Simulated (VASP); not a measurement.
# BiTe in VASP: notebook, part 2 of 3

VASP 6.6.1.

## (3) Single point, PBEsol (strain -0.015 along x and y, -0.015 along z)

INCAR reads:

```
SYSTEM = BiTe
ALGO = Normal
EDIFF = 1E-7
ENCUT = 520
GGA = PS
ISIF = 2
ISMEAR = 0
LASPH = .TRUE.
LCHARG = .TRUE.
LELF = .TRUE.
LREAL = .FALSE.
LVHAR = .TRUE.
LWAVE = .FALSE.
NBANDS = 18
NELM = 80
PREC = Accurate
SIGMA = 0.15
```

KPOINTS reads:

```
k-points
0
G
  14 14 14
  0 0 0
```

POSCAR reads:

```
BiTe
1.0
    0.0000000000      3.1864750000      3.1864750000
    3.1864750000      0.0000000000      3.1864750000
    3.1864750000      3.1864750000      0.0000000000
Bi Te
1 1
Direct
    0.0000000000      0.0000000000      0.0000000000
    0.5000000000      0.5000000000      0.5000000000
```

Potentials or basis: VASP PAW PBE potentials, release 64 (Bi_d, Te).

On the command line:

```console
cat potpaw_PBE.64/Bi_d/POTCAR potpaw_PBE.64/Te/POTCAR > POTCAR
mpirun -np 1 vasp_std > vasp.out
```

OUTCAR:

```text
SYSTEM = BiTe
   EDIFF = 1E-7
   ENCUT = 520
   GGA = PS
   ISIF = 2
   ISMEAR = 0
   LASPH = .TRUE.
   LREAL = .FALSE.
   NELM = 80
   PREC = Accurate

 ion  position               nearest neighbor table
   1  0.000  0.000  0.000-   2 3.19   2 3.19   2 3.19   2 3.19   2 3.19   2 3.19
   2  0.500  0.500  0.500-   1 3.19   1 3.19   1 3.19   1 3.19   1 3.19   1 3.19

  LATTYP: Found a face centered cubic cell.
 ALAT       =     6.3729500000

  Lattice vectors:

 A1 = (   0.0000000000,   3.1864750000,   3.1864750000)
 A2 = (   3.1864750000,   0.0000000000,   3.1864750000)
 A3 = (   3.1864750000,   3.1864750000,   0.0000000000)

Analysis of symmetry for initial positions (statically):
=====================================================================
 Subroutine PRICEL returns:
 Original cell was already a primitive cell.

 Routine SETGRP: Setting up the symmetry group for a
 face centered cubic supercell.

 Subroutine GETGRP returns: Found 48 space group operations
 (whereof 48 operations were pure point group operations)
 out of a pool of 48 trial point group operations.

The static configuration has the point symmetry O_h .

Analysis of symmetry for dynamics (positions and initial velocities):
=====================================================================
 Subroutine PRICEL returns:
 Original cell was already a primitive cell.

 Routine SETGRP: Setting up the symmetry group for a
 face centered cubic supercell.

 Subroutine GETGRP returns: Found 48 space group operations
 (whereof 48 operations were pure point group operations)
 out of a pool of 48 trial point group operations.

The dynamic configuration has the point symmetry O_h .

 Subroutine INISYM returns: Found 48 space group operations
 (whereof 48 operations are pure point group operations),
 and found     1 'primitive' translations

----------------------------------------------------------------------------------------

[... 111 lines left out ...]
     AMIX     =   0.40;   BMIX     =  1.00
     AMIX_MAG =   1.60;   BMIX_MAG =  1.00
  volume/ion in A,a.u.               =      32.35       218.34
  Fermi-wavevector in a.u.,A,eV,Ry     =   1.125021  2.125982 17.220526  1.265673
  Thomas-Fermi vector in A             =   2.261696
   LORBIT       =      0    0 simple, 1 ext, 2 COOP (PROOUT), +10 PAW based schemes
   GGA     = PS    functional components
   LHFCALC =     F    Hartree Fock is set to
   AEXX    =    0.0000 exact exchange contribution
   IVDW    =     0    specifies the selected vdW correction
   LEPSILON=     F    determine dielectric tensor
   LRPA    =     F    only Hartree local field effects (RPA)
 non-spin polarized calculation
 Gauss-broadening in eV      SIGMA  =   0.15
  energy-cutoff  :      520.00
  volume of cell :       64.71
 maximum number of plane-waves:      1807
 NGX is ok and might be reduce to    36
   NGX = 17   NGY = 17   NGZ = 17

 number of electron      21.0000003 magnetization

 Free energy of the ion-electron system (eV)
  ---------------------------------------------------
  ext. energy  EPLUGINS =         0.00000000
  ---------------------------------------------------
  free energy    TOTEN  =        -7.99296955 eV

  energy without entropy =       -7.97736280  energy(sigma->0) =       -7.98516617

 E-fermi :   7.0599     XC(G=0):  -9.7953

 val. band max:        7.0467720095   @ k =  -0.3571   0.3571   0.1429
 cond. band min:       7.0683204035   @ k =  -0.4286   0.1429   0.0000
 fundamental gap:      0.0215483940
 Fermi energy:         7.0598669310

 k-point     1 :       0.0000    0.0000    0.0000
  band No.  band energies     occupation
      1     -16.0316      2.00000
      2     -16.0316      2.00000
      3     -16.0242      2.00000
      4     -16.0242      2.00000
      5     -16.0242      2.00000
      6      -6.8082      2.00000
[... 481 lines left out ...]
      5     -16.0184      2.00000
      6      -6.1185      2.00000
[... 10 lines left out ...]
     17      14.9899      0.00000
     18      15.2221      0.00000

 [... further k-points ...]

------------------------ aborting loop because EDIFF is reached ----------------------------------------

  FORCE on cell =-STRESS in cart. coord.  units (eV):
  Direction    XX          YY          ZZ          XY          YZ          ZX
  --------------------------------------------------------------------------------------
  -------------------------------------------------------------------------------------
  Total        0.2419216      0.2419216      0.2419216      0.0000000     -0.0000000      0.0000000
  in kB        5.9899579      5.9899579      5.9899579      0.0000000     -0.0000000      0.0000000
  external PRESSURE =       5.9899579 kB  Pullay stress =       0.0000000 kB

 VOLUME and BASIS-vectors are now :
 -----------------------------------------------------------------------------
  energy-cutoff  :      520.00
  volume of cell :       64.71
      direct lattice vectors                 reciprocal lattice vectors
     0.000000000  3.186475000  3.186475000    -0.156913203  0.156913203  0.156913203
     3.186475000  0.000000000  3.186475000     0.156913203 -0.156913203  0.156913203
     3.186475000  3.186475000  0.000000000     0.156913203  0.156913203 -0.156913203

 POSITION                                       TOTAL-FORCE (eV/Angst)
 -----------------------------------------------------------------------------------
      0.00000      0.00000      0.00000        -0.000000      0.000000     -0.000000
      3.18648      3.18648      3.18648         0.000000     -0.000000      0.000000
 -----------------------------------------------------------------------------------
    total drift:                               -0.000000      0.000000      0.000000

  FREE ENERGIE OF THE ION-ELECTRON SYSTEM (eV)
  ---------------------------------------------------
  free  energy   TOTEN  =        -7.9929695453 eV

  energy  without entropy=       -7.9773628018  energy(sigma->0) =       -7.98516617
```

stdout:

```text
POSCAR found type information on POSCAR BiTe
 POSCAR found :  2 types and       2 ions
 scaLAPACK will be used
 -----------------------------------------------------------------------------
|                                                                             |
|                                                                             |
|     You enforced a specific xc type in the INCAR file but a different       |
|     I HOPE YOU KNOW WHAT YOU ARE DOING!                                     |
|                                                                             |
 -----------------------------------------------------------------------------

 LDA part: xc-table for (Slater+PW92), standard interpolation
 POSCAR, INCAR and KPOINTS ok, starting setup
 FFT: planning ... GRIDC
 FFT: planning ... GRID_SOFT
 FFT: planning ... GRID
 WAVECAR not read
 entering main loop
```

Wall time 64 s (1 thread of AMD EPYC 9R45 (Zen 5), shared host); peak memory 0.25 GiB.

What came out:

- Free energy: -7.9930 eV
- Pressure: 0.6 GPa

Caveat: the cell differs from its parent crystal (strain -0.015 along x and y, -0.015 along z); the PAW data sets were made with another functional, which shifts forces and pressure a little; spin-orbit coupling is left out, which moves the levels of the heavy elements.

## (4) Single point, PBEsol (strain +0.015 along x and y, +0.015 along z)

INCAR reads:

```
SYSTEM = BiTe
ALGO = Normal ; EDIFF = 1E-7
ENCUT = 520 ; GGA = PS
ISIF = 2 ; ISMEAR = 0
LASPH = .True. ; LCHARG = .False.
LREAL = .False. ; LWAVE = .False.
NBANDS = 18 ; NELM = 60
PREC = Accurate ; SIGMA = 0.15
```

KPOINTS reads:

```
k-points
0
Gamma
  14 14 14
  0 0 0
```

POSCAR reads:

```
BiTe
1.0
    0.0000000000      3.2835250000      3.2835250000
    3.2835250000      0.0000000000      3.2835250000
    3.2835250000      3.2835250000      0.0000000000
Bi Te
1 1
Direct
    0.0000000000      0.0000000000      0.0000000000
    0.5000000000      0.5000000000      0.5000000000
```

Potentials or basis: VASP PAW PBE potentials, release 64 (Bi_d, Te).

On the command line:

```console
cat potpaw_PBE.64/Bi_d/POTCAR potpaw_PBE.64/Te/POTCAR > POTCAR
mpirun -np 1 vasp_std > vasp.out
```

OUTCAR:

```text
SYSTEM = BiTe
   EDIFF = 1E-7
   ENCUT = 520
   GGA = PS
   ISIF = 2
   ISMEAR = 0
   LASPH = .True.
   LREAL = .False.
   NELM = 60
   PREC = Accurate

 ion  position               nearest neighbor table
   1  0.000  0.000  0.000-   2 3.28   2 3.28   2 3.28   2 3.28   2 3.28   2 3.28
   2  0.500  0.500  0.500-   1 3.28   1 3.28   1 3.28   1 3.28   1 3.28   1 3.28

  LATTYP: Found a face centered cubic cell.
 ALAT       =     6.5670500000

  Lattice vectors:

 A1 = (   0.0000000000,   3.2835250000,   3.2835250000)
 A2 = (   3.2835250000,   0.0000000000,   3.2835250000)
 A3 = (   3.2835250000,   3.2835250000,   0.0000000000)

Analysis of symmetry for initial positions (statically):
=====================================================================
 Subroutine PRICEL returns:
 Original cell was already a primitive cell.

 Routine SETGRP: Setting up the symmetry group for a
 face centered cubic supercell.

 Subroutine GETGRP returns: Found 48 space group operations
 (whereof 48 operations were pure point group operations)
 out of a pool of 48 trial point group operations.

The static configuration has the point symmetry O_h .

Analysis of symmetry for dynamics (positions and initial velocities):
=====================================================================
 Subroutine PRICEL returns:
 Original cell was already a primitive cell.

 Routine SETGRP: Setting up the symmetry group for a
 face centered cubic supercell.

 Subroutine GETGRP returns: Found 48 space group operations
 (whereof 48 operations were pure point group operations)
 out of a pool of 48 trial point group operations.

The dynamic configuration has the point symmetry O_h .

 Subroutine INISYM returns: Found 48 space group operations
 (whereof 48 operations are pure point group operations),
 and found     1 'primitive' translations

----------------------------------------------------------------------------------------

                                     Primitive cell

  volume of cell :      70.8029

  direct lattice vectors                    reciprocal lattice vectors
     0.000000000  3.283525000  3.283525000    -0.152275375  0.152275375  0.152275375
     3.283525000  0.000000000  3.283525000     0.152275375 -0.152275375  0.152275375
     3.283525000  3.283525000  0.000000000     0.152275375  0.152275375 -0.152275375

  length of vectors
     4.643605587  4.643605587  4.643605587     0.263748686  0.263748686  0.263748686

  position of ions in fractional coordinates (direct lattice)
     0.000000000  0.000000000  0.000000000
     0.500000000  0.500000000  0.500000000

  ion indices of the primitive-cell ions
   primitive index   ion index
                 1           1
                 2           2

----------------------------------------------------------------------------------------

 KPOINTS: k-points

Automatic generation of k-mesh.
 Grid dimensions read from file:
 generate k-points for:   14   14   14

 Generating k-lattice:

  Cartesian coordinates                     Fractional coordinates (reciprocal lattice)
    -0.010876812  0.010876812  0.010876812     0.071428571  0.000000000  0.000000000
     0.010876812 -0.010876812  0.010876812     0.000000000  0.071428571  0.000000000
     0.010876812  0.010876812 -0.010876812     0.000000000  0.000000000  0.071428571

  Length of vectors
     0.018839192  0.018839192  0.018839192

  Shift w.r.t. Gamma in fractional coordinates (k-lattice)
     0.000000000  0.000000000  0.000000000

 Subroutine IBZKPT returns following result:
 ===========================================

 Found    104 irreducible k-points:

 Following reciprocal coordinates:
            Coordinates               Weight
  0.000000  0.000000  0.000000      1.000000
  0.071429  0.000000  0.000000      8.000000
  0.142857  0.000000  0.000000      8.000000
  0.214286  0.000000  0.000000      8.000000
  0.285714  0.000000  0.000000      8.000000
  0.357143  0.000000  0.000000      8.000000
[... 16 lines left out ...]
  0.214286  0.142857  0.000000     24.000000
  0.285714  0.142857  0.000000     24.000000
 [... further k-points ...]
   k-points           NKPTS =    104   k-points in BZ     NKDIM =    104   number of bands    NBANDS=     18
   number of dos      NEDOS =    301   number of ions     NIONS =      2
   total plane-waves  NPLWV =  46656
   dimension x,y,z NGX =    36 NGY =   36 NGZ =   36
   dimension x,y,z NGXF=    72 NGYF=   72 NGZF=   72
   ions per type =               1   1
   NGX,Y,Z   is equivalent  to a cutoff of  12.89, 12.89, 12.89 a.u.
   NGXF,Y,Z  is equivalent  to a cutoff of  25.78, 25.78, 25.78 a.u.
 SYSTEM =  BiTe
   PREC   = accura    normal or accurate (medium, high low for compatibility)
   ISTART =      0    job   : 0-new  1-cont  2-samecut
   ICHARG =      2    charge: 1-file 2-atom 10-const
   ISPIN  =      1    spin polarized calculation?
   LNONCOLLINEAR =      F non collinear calculations
   LSORBIT =      F    spin-orbit coupling
   LASPH  =      T    aspherical Exc in radial PAW
   ENCUT  =  520.0 eV  38.22 Ry    6.18 a.u.   8.63  8.63  8.63*2*pi/ulx,y,z
   NELM   =     60;   NELMIN=  2; NELMDL= -5     # of ELM steps
   EDIFF  = 0.1E-06   stopping-criterion for ELM
   LREAL  =      F    real-space projection
   EDIFFG = 0.1E-05   stopping-criterion for IOM
   NSW    =      0    number of steps for IOM
   IBRION =     -1    ionic relax: 0-MD 1-quasi-New 2-CG
   NFREE  =      0    steps in history (QN), initial steepest desc. (CG)
   ISIF   =      2    stress and relaxation
   ISYM   =      2    0-nonsym 1-usesym 2-fastsym
   POTIM  = 0.5000    time-step for ionic-motion
   TEBEG  =    0.0;   TEEND  =   0.0 temperature during run
   PSTRESS=    0.0 pullay stress
   NELECT =      21.0000    total number of electrons
   NUPDOWN=      -1.0000    fix difference up-down
   EMIN   =  10.00;   EMAX   =-10.00  energy-range for DOS
   EFERMI =   0.00;   METHOD = LEGACY
   ISMEAR =     0;   SIGMA  =   0.15  broadening in eV -4-tet -1-fermi 0-gaus
   EFERMI_NEDOS =   21; number of points for ismear=-14 and -15
   IALGO  =     38    algorithm
   IMIX   =      4    mixing-type and parameters
     AMIX     =   0.40;   BMIX     =  1.00
     AMIX_MAG =   1.60;   BMIX_MAG =  1.00
  volume/ion in A,a.u.               =      35.40       238.90
  Fermi-wavevector in a.u.,A,eV,Ry     =   1.091769  2.063145 16.217608  1.191961
  Thomas-Fermi vector in A             =   2.228021
   LORBIT       =      0    0 simple, 1 ext, 2 COOP (PROOUT), +10 PAW based schemes
   GGA     = PS    functional components
   LHFCALC =     F    Hartree Fock is set to
   AEXX    =    0.0000 exact exchange contribution
   IVDW    =     0    specifies the selected vdW correction
   LEPSILON=     F    determine dielectric tensor
   LRPA    =     F    only Hartree local field effects (RPA)
 non-spin polarized calculation
 Gauss-broadening in eV      SIGMA  =   0.15
  energy-cutoff  :      520.00
  volume of cell :       70.80
 maximum number of plane-waves:      1924
   NGX = 17   NGY = 17   NGZ = 17

 number of electron      20.9999995 magnetization

 Free energy of the ion-electron system (eV)
  ---------------------------------------------------
  ext. energy  EPLUGINS =         0.00000000
  ---------------------------------------------------
  free energy    TOTEN  =        -7.93106831 eV

  energy without entropy =       -7.91408578  energy(sigma->0) =       -7.92257705

 E-fermi :   5.9561     XC(G=0):  -9.3974

 val. band max:        5.9412703443   @ k =  -0.3571   0.3571   0.1429
 cond. band min:       5.9908458168   @ k =   0.5000   0.0714   0.0000
 fundamental gap:      0.0495754725
 Fermi energy:         5.9561343350

 k-point     1 :       0.0000    0.0000    0.0000
  band No.  band energies     occupation
      1     -17.0867      2.00000
      2     -17.0867      2.00000
      3     -17.0846      2.00000
      4     -17.0846      2.00000
      5     -17.0846      2.00000
      6      -7.2740      2.00000
[... 10 lines left out ...]
     17      11.7405      0.00000
     18      12.5048      0.00000
[... 463 lines left out ...]
 k-point    24 :       0.2857    0.1429    0.0000
  band No.  band energies     occupation
      1     -17.0904      2.00000
      2     -17.0865      2.00000
      3     -17.0849      2.00000
      4     -17.0813      2.00000
      5     -17.0807      2.00000
      6      -6.6667      2.00000
[... 10 lines left out ...]
     17      13.4819      0.00000
     18      13.9235      0.00000

 [... further k-points ...]

------------------------ aborting loop because EDIFF is reached ----------------------------------------

  FORCE on cell =-STRESS in cart. coord.  units (eV):
  Direction    XX          YY          ZZ          XY          YZ          ZX
  --------------------------------------------------------------------------------------
  -------------------------------------------------------------------------------------
  Total       -1.5798129     -1.5798129     -1.5798129     -0.0000000      0.0000000      0.0000000
  in kB      -35.7491126    -35.7491126    -35.7491126     -0.0000000      0.0000000      0.0000000
  external PRESSURE =     -35.7491126 kB  Pullay stress =       0.0000000 kB

 VOLUME and BASIS-vectors are now :
 -----------------------------------------------------------------------------
  energy-cutoff  :      520.00
  volume of cell :       70.80
      direct lattice vectors                 reciprocal lattice vectors
     0.000000000  3.283525000  3.283525000    -0.152275375  0.152275375  0.152275375
     3.283525000  0.000000000  3.283525000     0.152275375 -0.152275375  0.152275375
     3.283525000  3.283525000  0.000000000     0.152275375  0.152275375 -0.152275375

 POSITION                                       TOTAL-FORCE (eV/Angst)
 -----------------------------------------------------------------------------------
      0.00000      0.00000      0.00000         0.000000     -0.000000     -0.000000
      3.28353      3.28353      3.28353        -0.000000      0.000000      0.000000
 -----------------------------------------------------------------------------------
    total drift:                               -0.000000      0.000000      0.000000

  FREE ENERGIE OF THE ION-ELECTRON SYSTEM (eV)
  ---------------------------------------------------
  free  energy   TOTEN  =        -7.9310683149 eV

  energy  without entropy=       -7.9140857786  energy(sigma->0) =       -7.92257705
```

OSZICAR:

```text
N       E                     dE             d eps       ncg     rms          rms(c)
DAV:   1     0.156210509517E+03    0.15621E+03   -0.98383E+03  3744   0.111E+03
DAV:   2     0.399175852426E+01   -0.15222E+03   -0.14832E+03  4028   0.299E+02
DAV:   3    -0.762328528500E+01   -0.11615E+02   -0.11488E+02  4536   0.880E+01
DAV:   4    -0.795160394850E+01   -0.32832E+00   -0.32786E+00  4640   0.159E+01
DAV:   5    -0.796619141738E+01   -0.14587E-01   -0.14587E-01  5184   0.311E+00    0.610E+00
DAV:   6    -0.793039177620E+01    0.35800E-01   -0.11253E-01  5406   0.213E+00    0.376E+00
DAV:   7    -0.793135860277E+01   -0.96683E-03   -0.24630E-02  4244   0.870E-01    0.663E-01
DAV:   8    -0.793101499752E+01    0.34361E-03   -0.35060E-03  4750   0.418E-01    0.961E-02
DAV:   9    -0.793107059121E+01   -0.55594E-04   -0.37332E-04  4186   0.122E-01    0.434E-02
DAV:  10    -0.793107046110E+01    0.13011E-06   -0.15276E-05  4988   0.227E-02    0.291E-02
DAV:  11    -0.793106904644E+01    0.14147E-05   -0.55670E-06  4932   0.144E-02    0.888E-03
DAV:  12    -0.793106831927E+01    0.72717E-06   -0.80293E-07  4554   0.775E-03    0.137E-03
DAV:  13    -0.793106831490E+01    0.43656E-08   -0.94066E-08  2214   0.230E-03
   1 F= -.79310683E+01 E0= -.79225770E+01  d E =-.169825E-01
```

Run time: 64 s. Hardware: 1 thread of AMD EPYC 9R45 (Zen 5), shared host; peak memory 0.26 GiB.

What came out:

```yaml
Free_energy: -7.9311 eV
Pressure: -3.6 GPa
```

Caveat: the cell differs from its parent crystal (strain +0.015 along x and y, +0.015 along z); the PAW data sets were made with another functional, which shifts forces and pressure a little; spin-orbit coupling is left out, which moves the levels of the heavy elements.

[end of part 2 of 3]
